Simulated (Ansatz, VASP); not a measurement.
Two plane-wave programs on BeCd3Te4

```xyz
8
Lattice="6.3819 -0.0001 -0.0007 -0.0001 6.3830 0.0017 -0.0007 0.0017 6.3811" Properties=species:S:1:pos:R:3 pbc="T T T"
Be    0.0000   -0.0013    0.0008
Cd    3.1865    0.0017    3.1907
Cd    0.0006    3.1879    3.1913
Cd    3.1957    3.1956   -0.0007
Te    1.4465    4.9338    4.9330
Te    4.9329    4.9358    1.4539
Te    4.9311    1.4487    4.9322
Te    1.4501    1.4515    1.4455
```

Change from the starting cell: cell x1, atoms moved at random (sigma 0.1 Å) and cell strained at random (1.5 %), then relaxed without symmetry.

Alike in both runs: functional PBE; k mesh 2 × 2 × 2; occupations gaussian, width 0.1 eV; no spin polarisation.

Ansatz relaxed the structure, and its values are those at the end. VASP's run is a single point on that final structure, the one shown.

```csv
,VASP,Ansatz
version,VASP 6.6.1,Ansatz 0.2.0
potentials or method,"VASP PAW PBE potentials, release 64 (Be, Cd, Te), cutoff 520 eV","scalar-relativistic, plane waves, PAW"
valence electrons in the cell,62,126
```

```tsv
	VASP	Ansatz	Ansatz less VASP
gap on the k mesh at the Fermi level (eV)	1.08	1.08	0.000
least direct gap on the mesh (eV)	1.08	1.08	0.000
pressure (GPa)	0.1	0.0	-0.11
```

VASP's potentials hold 62 valence electrons a cell and Ansatz's 126, so a difference there can come from the potentials and not from the codes.

The k mesh is coarse, so the values compare programs but aren't converged. Spin-orbit coupling is off throughout.
